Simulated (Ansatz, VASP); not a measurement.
# One calculation of PbSe, two programs

POSCAR

```
PbSe
1.0
    0.0000000000      3.1050000000      3.1050000000
    3.1050000000      0.0000000000      3.1050000000
    3.1050000000      3.1050000000      0.0000000000
Pb Se
1 1
Direct
    0.0055782635      0.0055782635      0.0055782635
    0.5000000000      0.5000000000      0.5000000000
```

The input INCAR.step1:

```
SYSTEM = PbSe
  PREC = Accurate
  ENCUT = 520
  EDIFF = 1E-5
  ISMEAR = -1
  SIGMA = 0.05
  LREAL = .False.
  LASPH = .True.
  NELM = 80
  ALGO = Normal
  ISIF = 2
  LWAVE = .True.
  LCHARG = .False.
  GGA = PE
  NBANDS = 17
```

File INCAR.step2:

```
SYSTEM = PbSe
  PREC = Accurate
  ENCUT = 520
  EDIFF = 1E-6
  ISMEAR = -1
  SIGMA = 0.05
  LREAL = .False.
  LASPH = .True.
  NELM = 80
  ALGO = Normal
  ISIF = 2
  LWAVE = .False.
  LCHARG = .False.
  GGA = PE
  LHFCALC = .True.
  HFSCREEN = 0.2079
  PRECFOCK = Normal
  ISTART = 1
  NBANDS = 17
```

KPOINTS

```
Automatic mesh
0
Gamma
  4 4 4
  0 0 0
```

Input for Ansatz:

```yaml
crystal:
  lattice:
    - [0.0, 3.105, 3.105]
    - [3.105, 0.0, 3.105]
    - [3.105, 3.105, 0.0]
  atoms:
    - { symbol: Pb, position: [0.0055782635, 0.0055782635, 0.0055782635] }
    - { symbol: Se, position: [0.5, 0.5, 0.5] }
kpoints:
  mp_grid: { grid: [4, 4, 4] }
hamiltonian:
  xc: hse06
  pseudopotentials: { kind: paw }
scf:
  occupations: { method: fermi_dirac, width: 0.05 }
  exx: { ecutfock_ratio: 1 }
output:
  forces: true
  stress: true
  eigenvalues: true
```

Alike in both runs: task single point; functional HSE06; k mesh 4 × 4 × 4; occupations fermi-dirac, width 0.05 eV; no spin polarisation.

```csv
,VASP,Ansatz
version,VASP 6.6.1,Ansatz 0.2.0 development build
potentials or method,"VASP PAW PBE potentials, release 64 (Pb_d, Se)","plane waves, PAW datasets (generated soft set 1)"
plane-wave cutoff (eV),520,420
valence electrons in the cell,20,30
```

```csv
,VASP,Ansatz,Ansatz less VASP
gap on the k mesh at the Fermi level (eV),0.88,0.87,-0.005
rms of the force components (eV/Å),0.021,0.022,+0.0004
```

Atom by atom the forces differ by 0.000 eV/Å (rms over components). The functional is the same, so the differences come from potentials, cutoffs and numerics. VASP's potentials hold 20 valence electrons a cell and Ansatz's 30, so a difference there can come from the potentials and not from the codes. Ansatz's warnings: stress exchange threshold loose, stress scf threshold loose.

The k mesh is coarse, so the values compare programs but aren't converged. Neither program's run includes spin-orbit coupling.
